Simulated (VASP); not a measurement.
# Cd3Hg (P-6m2) in VASP: a series of runs

Cd3Hg is run at these levels: LDA; tasks: single point.

Program: VASP 6.6.1. These are calculated values, not measurements. Logs are shortened: lines on timing, memory, paths and dates and some standing lists are left out, and cuts for length are marked.

### 1 The cell of the first run

The structure is hexagonal, space group P-6m2 (No. 187). Conventional cell: a = 3.066 Å, b = 3.066 Å, c = 11.016 Å, α = 90.00°, β = 90.00°, γ = 120.00°. Within 4.0 Å of Cd (site symmetry -6m2) lie 12 Cd at 3.07 to 3.23 Å. Cd (site symmetry 3m) has 9 Cd at 3.07 to 3.23 Å and 3 Hg at 3.32 Å within 4.0 Å. Hg (site symmetry -6m2) has 6 Hg at 3.07 Å and 6 Cd at 3.32 Å within 4.0 Å.

### 2 Single point, LDA

INCAR reads:

```
SYSTEM = Cd3Hg
ALGO = Normal
EDIFF = 1E-7
ENCUT = 520
ISIF = 2
ISMEAR = 1
LASPH = .TRUE.
LCHARG = .TRUE.
LELF = .TRUE.
LREAL = .FALSE.
LVHAR = .TRUE.
LWAVE = .FALSE.
NBANDS = 32
NELM = 80
PREC = Accurate
SIGMA = 0.1
```

KPOINTS reads:

```
k-points
0
G
  10 10 3
  0 0 0
```

POSCAR reads:

```
Cd3Hg
1.0
    3.0662940000      0.0000000000      0.0000000000
   -1.5331470000      2.6554884995      0.0000000000
    0.0000000000      0.0000000000     11.0158880000
Cd Hg
3 1
Direct
    0.0000000000      0.0000000000      0.0000000000
    0.3333333333      0.6666666667      0.7547880000
    0.3333333333      0.6666666667      0.2452120000
    0.0000000000      0.0000000000      0.5000000000
```

Potentials or basis: VASP PAW LDA potentials, release 64 (Cd, Hg).

Run with:

```
cat potpaw_LDA.64/Cd/POTCAR potpaw_LDA.64/Hg/POTCAR > POTCAR
mpirun -np 1 vasp_std > vasp.out
```

OUTCAR:

```text
SYSTEM = Cd3Hg
   EDIFF = 1E-7
   ENCUT = 520
   ISIF = 2
   ISMEAR = 1
   LASPH = .TRUE.
   LREAL = .FALSE.
   NELM = 80
   PREC = Accurate

 ion  position               nearest neighbor table
   1  0.000  0.000  0.000-   2 3.23   3 3.23   2 3.23   3 3.23   2 3.23   3 3.23
   2  0.333  0.667  0.755-   1 3.23   1 3.23   1 3.23   4 3.32   4 3.32   4 3.32
   3  0.333  0.667  0.245-   1 3.23   1 3.23   1 3.23   4 3.32   4 3.32   4 3.32
   4  0.000  0.000  0.500-   2 3.32   3 3.32   2 3.32   3 3.32   2 3.32   3 3.32

  LATTYP: Found a hexagonal cell.
 ALAT       =     3.0662940000
 C/A-ratio  =     3.5925739671

  Lattice vectors:

 A1 = (   3.0662940000,   0.0000000000,   0.0000000000)
 A2 = (  -1.5331470000,   2.6554884995,   0.0000000000)
 A3 = (   0.0000000000,   0.0000000000,  11.0158880000)

Analysis of symmetry for initial positions (statically):
=====================================================================
 Subroutine PRICEL returns:
 Original cell was already a primitive cell.

 Routine SETGRP: Setting up the symmetry group for a
 hexagonal supercell.

 Subroutine GETGRP returns: Found 12 space group operations
 (whereof 12 operations were pure point group operations)
 out of a pool of 24 trial point group operations.

The static configuration has the point symmetry D_3h.

Analysis of symmetry for dynamics (positions and initial velocities):
=====================================================================
 Subroutine PRICEL returns:
 Original cell was already a primitive cell.

 Routine SETGRP: Setting up the symmetry group for a
 hexagonal supercell.

 Subroutine GETGRP returns: Found 12 space group operations
 (whereof 12 operations were pure point group operations)
 out of a pool of 24 trial point group operations.

The dynamic configuration has the point symmetry D_3h.

 Subroutine INISYM returns: Found 12 space group operations
 (whereof 12 operations are pure point group operations),
 and found     1 'primitive' translations

----------------------------------------------------------------------------------------

                                     Primitive cell

  volume of cell :      89.6970

  direct lattice vectors                    reciprocal lattice vectors
     3.066294000  0.000000000  0.000000000     0.326126588  0.188289273  0.000000000
    -1.533147000  2.655488500  0.000000000     0.000000000  0.376578547  0.000000000
     0.000000000  0.000000000 11.015888000     0.000000000  0.000000000  0.090777975

  length of vectors
     3.066294000  3.066294000 11.015888000     0.376578547  0.376578547  0.090777975

  position of ions in fractional coordinates (direct lattice)
     0.000000000  0.000000000  0.000000000
     0.333333333  0.666666667  0.754788000
     0.333333333  0.666666667  0.245212000
     0.000000000  0.000000000  0.500000000

  ion indices of the primitive-cell ions
   primitive index   ion index
                 1           1
                 2           2
                 3           3
                 4           4

----------------------------------------------------------------------------------------

 KPOINTS: k-points

Automatic generation of k-mesh.
 Grid dimensions read from file:
 generate k-points for:   10   10    3

 Generating k-lattice:

  Cartesian coordinates                     Fractional coordinates (reciprocal lattice)
     0.032612659  0.018828927  0.000000000     0.100000000  0.000000000  0.000000000
     0.000000000  0.037657855  0.000000000     0.000000000  0.100000000  0.000000000
     0.000000000  0.000000000  0.030259325     0.000000000  0.000000000  0.333333333

  Length of vectors
     0.037657855  0.037657855  0.030259325

  Shift w.r.t. Gamma in fractional coordinates (k-lattice)
     0.000000000  0.000000000  0.000000000

 Subroutine IBZKPT returns following result:
 ===========================================

 Found     28 irreducible k-points:

 Following reciprocal coordinates:
            Coordinates               Weight
  0.000000  0.000000  0.000000      1.000000
  0.100000  0.000000  0.000000      6.000000
  0.200000  0.000000  0.000000      6.000000
  0.300000  0.000000  0.000000      6.000000
  0.400000  0.000000  0.000000      6.000000
  0.500000  0.000000  0.000000      3.000000
[... 16 lines left out ...]
  0.300000  0.100000  0.333333     24.000000
  0.400000  0.100000  0.333333     24.000000
 [... further k-points ...]
   k-points           NKPTS =     28   k-points in BZ     NKDIM =     28   number of bands    NBANDS=     32
   number of dos      NEDOS =    301   number of ions     NIONS =      4
   total plane-waves  NPLWV =  48384
   dimension x,y,z NGX =    24 NGY =   24 NGZ =   84
   dimension x,y,z NGXF=    48 NGYF=   48 NGZF=  168
   ions per type =               3   1
   NGX,Y,Z   is equivalent  to a cutoff of  13.01, 13.01, 12.68 a.u.
   NGXF,Y,Z  is equivalent  to a cutoff of  26.02, 26.02, 25.35 a.u.
 SYSTEM =  Cd3Hg
   PREC   = accura    normal or accurate (medium, high low for compatibility)
   ISTART =      0    job   : 0-new  1-cont  2-samecut
   ICHARG =      2    charge: 1-file 2-atom 10-const
   ISPIN  =      1    spin polarized calculation?
   LNONCOLLINEAR =      F non collinear calculations
   LSORBIT =      F    spin-orbit coupling
   LASPH  =      T    aspherical Exc in radial PAW
   ENCUT  =  520.0 eV  38.22 Ry    6.18 a.u.   5.70  5.70 20.48*2*pi/ulx,y,z
   NELM   =     80;   NELMIN=  2; NELMDL= -5     # of ELM steps
   EDIFF  = 0.1E-06   stopping-criterion for ELM
   LREAL  =      F    real-space projection
   EDIFFG = 0.1E-05   stopping-criterion for IOM
   NSW    =      0    number of steps for IOM
   IBRION =     -1    ionic relax: 0-MD 1-quasi-New 2-CG
   NFREE  =      0    steps in history (QN), initial steepest desc. (CG)
   ISIF   =      2    stress and relaxation
   ISYM   =      2    0-nonsym 1-usesym 2-fastsym
   POTIM  = 0.5000    time-step for ionic-motion
   TEBEG  =    0.0;   TEEND  =   0.0 temperature during run
   PSTRESS=    0.0 pullay stress
   NELECT =      48.0000    total number of electrons
   NUPDOWN=      -1.0000    fix difference up-down
   EMIN   =  10.00;   EMAX   =-10.00  energy-range for DOS
   EFERMI =   0.00;   METHOD = LEGACY
   ISMEAR =     1;   SIGMA  =   0.10  broadening in eV -4-tet -1-fermi 0-gaus
   EFERMI_NEDOS =   21; number of points for ismear=-14 and -15
   IALGO  =     38    algorithm
   IMIX   =      4    mixing-type and parameters
     AMIX     =   0.40;   BMIX     =  1.00
     AMIX_MAG =   1.60;   BMIX_MAG =  1.00
  volume/ion in A,a.u.               =      22.42       151.33
  Fermi-wavevector in a.u.,A,eV,Ry     =   1.329115  2.511664 24.035339  1.766548
  Thomas-Fermi vector in A             =   2.458302
   LORBIT       =      0    0 simple, 1 ext, 2 COOP (PROOUT), +10 PAW based schemes
   GGA     = CA    functional components
   LHFCALC =     F    Hartree Fock is set to
   AEXX    =    0.0000 exact exchange contribution
   IVDW    =     0    specifies the selected vdW correction
   LEPSILON=     F    determine dielectric tensor
   LRPA    =     F    only Hartree local field effects (RPA)
 non-spin polarized calculation
 Methfessel and Paxton  Order N= 1 SIGMA  =   0.10
  energy-cutoff  :      520.00
  volume of cell :       89.70
 maximum number of plane-waves:      2436
 NGX is ok and might be reduce to    24
   NGX = 11   NGY = 11   NGZ = 41

 number of electron      48.0000023 magnetization

 Free energy of the ion-electron system (eV)
  ---------------------------------------------------
  ext. energy  EPLUGINS =         0.00000000
  ---------------------------------------------------
  free energy    TOTEN  =        -5.35967480 eV

  energy without entropy =       -5.35577356  energy(sigma->0) =       -5.35837439

 E-fermi :   2.6193     XC(G=0): -11.2499

 val. band max:        2.6153111296   @ k =   0.5000   0.0000   0.3333
 cond. band min:       2.6594249903   @ k =   0.3000   0.2000   0.3333
 fundamental gap:      0.0441138607
 Fermi energy:         2.6192797623

 k-point     1 :       0.0000    0.0000    0.0000
  band No.  band energies     occupation
      1      -7.0000      2.00000
      2      -6.8237      2.00000
      3      -6.7534      2.00000
      4      -6.5062      2.00000
      5      -6.4956      2.00000
      6      -6.4956      2.00000
[... 24 lines left out ...]
     31      16.4954      0.00000
     32      16.7223      0.00000

 k-point     2 :       0.1000    0.0000    0.0000
  band No.  band energies     occupation
      1      -6.9208      2.00000
      2      -6.7455      2.00000
      3      -6.6899      2.00000
      4      -6.5222      2.00000
      5      -6.4581      2.00000
      6      -6.4345      2.00000
[... 24 lines left out ...]
     31      14.8584      0.00000
     32      14.8946      0.00000

 k-point     3 :       0.2000    0.0000    0.0000
  band No.  band energies     occupation
      1      -6.8517      2.00000
      2      -6.6970      2.00000
      3      -6.6200      2.00000
      4      -6.5752      2.00000
      5      -6.4880      2.00000
      6      -6.4085      2.00000
[... 24 lines left out ...]
     31      13.0569      0.00000
     32      14.6196      0.00000

 k-point     4 :       0.3000    0.0000    0.0000
  band No.  band energies     occupation
      1      -6.9647      2.00000
      2      -6.8184      2.00000
      3      -6.7721      2.00000
      4      -6.6498      2.00000
      5      -6.5964      2.00000
      6      -6.3607      2.00000
[... 24 lines left out ...]
     31      11.1300      0.00000
     32      11.5774      0.00000

 k-point     5 :       0.4000    0.0000    0.0000
  band No.  band energies     occupation
      1      -7.0847      2.00000
      2      -6.9398      2.00000
      3      -6.9019      2.00000
      4      -6.8185      2.00000
      5      -6.7197      2.00000
      6      -6.4828      2.00000
[... 584 lines left out ...]
     31      12.6470      0.00000
     32      13.3138      0.00000

 k-point    22 :       0.2000    0.1000    0.3333
  band No.  band energies     occupation
      1      -6.8154      2.00000
      2      -6.6878      2.00000
      3      -6.6463      2.00000
      4      -6.5630      2.00000
      5      -6.5310      2.00000
      6      -6.4107      2.00000
[... 24 lines left out ...]
     31      11.0547      0.00000
     32      11.5939      0.00000

 k-point    23 :       0.3000    0.1000    0.3333
  band No.  band energies     occupation
      1      -6.9446      2.00000
      2      -6.8216      2.00000
      3      -6.7718      2.00000
      4      -6.7298      2.00000
      5      -6.6142      2.00000
      6      -6.4663      2.00000
[... 24 lines left out ...]
     31       9.5174      0.00000
     32      10.1167      0.00000

 k-point    24 :       0.4000    0.1000    0.3333
  band No.  band energies     occupation
      1      -7.0293      2.00000
      2      -6.9122      2.00000
      3      -6.8605      2.00000
      4      -6.8382      2.00000
      5      -6.6910      2.00000
      6      -6.5133      2.00000
[... 24 lines left out ...]
     31       9.0335      0.00000
     32       9.5827      0.00000

 [... further k-points ...]
[... 5 lines left out ...]
  --------------------------------------------------------------------------------------
  -------------------------------------------------------------------------------------
  Total       -2.6816487     -2.6816487     -2.2592307      0.0000000     -0.0000000      0.0000000
  in kB      -47.8999143    -47.8999143    -40.3546353      0.0000000     -0.0000000      0.0000000
  external PRESSURE =     -45.3848213 kB  Pullay stress =       0.0000000 kB

 VOLUME and BASIS-vectors are now :
 -----------------------------------------------------------------------------
  energy-cutoff  :      520.00
  volume of cell :       89.70
      direct lattice vectors                 reciprocal lattice vectors
     3.066294000  0.000000000  0.000000000     0.326126588  0.188289273  0.000000000
    -1.533147000  2.655488500  0.000000000     0.000000000  0.376578547  0.000000000
     0.000000000  0.000000000 11.015888000     0.000000000  0.000000000  0.090777975

 POSITION                                       TOTAL-FORCE (eV/Angst)
 -----------------------------------------------------------------------------------
      0.00000      0.00000      0.00000        -0.000000      0.000000      0.000000
     -0.00000      1.77033      8.31466         0.000000     -0.000000     -0.030977
     -0.00000      1.77033      2.70123         0.000000     -0.000000      0.030977
      0.00000      0.00000      5.50794        -0.000000      0.000000      0.000000
 -----------------------------------------------------------------------------------
    total drift:                                0.000000     -0.000000     -0.000000

  FREE ENERGIE OF THE ION-ELECTRON SYSTEM (eV)
  ---------------------------------------------------
  free  energy   TOTEN  =        -5.3596748034 eV

  energy  without entropy=       -5.3557735609  energy(sigma->0) =       -5.35837439
```

Wall time 24 s (1 thread of Intel Xeon 6975P-C (Granite Rapids), shared host); peak memory 0.21 GiB.

What came out:

```
Free energy            : -5.3597 eV
Pressure               : -4.5 GPa
Largest force          : 0.031 eV/Å
Band gap on the k mesh : zero (band 24 reaches 3.49 eV, above the bottom of band 25 at 0.02 eV)
```

Forces on the atoms (eV/Å):
```
Cd   0.000  0.000  0.000
Cd   0.000  0.000 -0.031
Cd   0.000  0.000  0.031
Hg   0.000  0.000  0.000
```

Stress tensor (GPa, compression positive):
```
-4.79  0.00  0.00
 0.00 -4.79  0.00
 0.00  0.00 -4.04
```

Caveat: spin-orbit coupling is left out, which moves the levels of the heavy elements.

### 3 Single point, LDA

INCAR reads:

```
PREC = Accurate ; ENCUT = 520
EDIFF = 1E-7 ; ISMEAR = 1
SIGMA = 0.1 ; LREAL = F
LASPH = T ; NELM = 80
ALGO = Normal ; ISIF = 2
LWAVE = F ; LCHARG = T
GGA = CA ; LELF = T
LVHAR = T ; NBANDS = 32
```

KPOINTS reads:

```
regular mesh
0
Gamma
  10 10 3
```

POSCAR is that of step 2.

Potentials or basis: VASP PAW LDA potentials, release 64 (Cd, Hg).

Run with:

```
cat potpaw_LDA.64/Cd/POTCAR potpaw_LDA.64/Hg/POTCAR > POTCAR
mpirun -np 1 vasp_std > vasp.out
```

It took 24 s on 1 thread of Intel Xeon 6975P-C (Granite Rapids), shared host; peak memory 0.21 GiB.

Results (log left out):

```
Free energy            : -5.3597 eV
Pressure               : -4.5 GPa
Largest force          : 0.031 eV/Å
Band gap on the k mesh : zero (band 24 reaches 3.49 eV, above the bottom of band 25 at 0.02 eV)
```

Forces in eV/Å, atoms in the order of the input:
```
Cd   0.000  0.000  0.000
Cd   0.000  0.000 -0.031
Cd   0.000  0.000  0.031
Hg   0.000  0.000  0.000
```

Stress tensor (GPa, compression positive):
```
-4.79  0.00  0.00
 0.00 -4.79  0.00
 0.00  0.00 -4.04
```

Levels at points of the mesh, in eV from the Fermi level:
```
           k point  band 22  band 23  band 24  band 25  band 26  band 27
(0.00, 0.00, 0.00)    -6.41    -6.41    -2.63    -2.59     4.44     4.54
(0.50, 0.00, 0.00)    -2.10    -1.47    -1.42    -0.55    -0.04     2.08
```

Caveat: spin-orbit coupling is left out, which moves the levels of the heavy elements.
